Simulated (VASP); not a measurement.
Input of a VASP 6.6.1 run:

The input INCAR:

```
  ALGO = Normal
  EDIFF = 1E-6
  ENCUT = 520
  GGA = PS
  ISIF = 2
  ISMEAR = 0
  LASPH = T
  LCHARG = F
  LREAL = F
  LWAVE = F
  NBANDS = 11
  NELM = 60
  PREC = Accurate
  SIGMA = 0.02
```

KPOINTS

```
k-points
0
Gamma
  8 8 8
```

Contents of POSCAR:

```
BAs
1.0
    0.0000000000      2.3838694125      2.3838694125
    2.3838694125      0.0000000000      2.3838694125
    2.3838694125      2.3838694125      0.0000000000
B As
1 1
Direct
    0.0000000000      0.0000000000      0.0000000000
    0.2500000000      0.2500000000      0.2500000000
```

Potentials or basis: VASP PAW PBE potentials, release 64 (B, As).

Command:

```sh
$ cat potpaw_PBE.64/B/POTCAR potpaw_PBE.64/As/POTCAR > POTCAR
$ mpirun -np 1 vasp_std > vasp.out
```

Task: Estimate the pressure.

Result: 0.9 GPa.

Task: Predict the band gap on the k mesh.

Result: 1.09 eV, indirect (least direct gap 3.25 eV).

Caveat: the PAW data sets were made with another functional, which shifts forces and pressure a little. A k mesh can miss the band edges.
